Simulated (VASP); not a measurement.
## WSe2: single point with PBE

The system is WSe2.

```
W Se
1.0
     1.64330    0.94876    6.49727
    -1.64330    0.94876    6.49727
     0.00000   -1.89752    6.49727
W Se
1 2
Cartesian
  0.0000 0.0000 0.0000
  0.0000 0.0000 4.8000
  0.0000 0.0000 14.6918
```

```yaml
Program: VASP 6.6.1
Task: single point
Functional: PBE
Potentials_or_basis: VASP PAW PBE potentials, release 64 (W_sv, Se)
Cutoff: 520 eV
k_mesh: 4 × 4 × 4
Occupations: fermi-dirac, width 0.02 eV
Spin: no spin polarisation
Dipole_correction: no
Further_INCAR_settings: ALGO = Normal; EDIFF = 1e-06; NBANDS = 20
```

| Property | Result |
| --- | --- |
| Pressure | 3.5 GPa |
| Largest force | 0.490 eV/Å |
| Band gap on the k mesh | 0.10 eV (least direct gap 0.12 eV) |

Forces in eV/Å, atoms in the order of the input:
```
W    0.000  0.000  0.000
Se   0.000  0.000 -0.490
Se   0.000  0.000  0.490
```

Stress tensor (GPa, compression positive):
```
2.38 0.00 0.00
0.00 2.38 0.00
0.00 0.00 5.73
```

Levels at points of the mesh, in eV from the valence-band top:
```csv
k point,band 10,band 11,band 12,band 13,band 14,band 15,band 16,band 17
"(0.00, 0.00, 0.00)",-1.84,-1.61,-0.62,-0.62,0.25,0.25,3.44,3.44
"(0.50, 0.00, 0.00)",-3.80,-3.08,-2.10,-1.37,1.61,2.20,3.33,3.50
"(0.50, 0.50, 0.00)",-3.69,-3.10,-2.39,-1.66,1.61,1.85,3.43,3.83
"(0.50, 0.50, 0.50)",-3.38,-0.61,-0.61,-0.47,0.10,0.10,3.60,3.60
```

Run time: 110 s on 1 thread of Intel Xeon 8259CL (shared host), peak memory 0.33 GiB.

Caveat: the k points lie up to 0.56 Å⁻¹ apart; spin-orbit coupling is left out, which moves the levels of the heavy elements. A k mesh can miss the band edges.
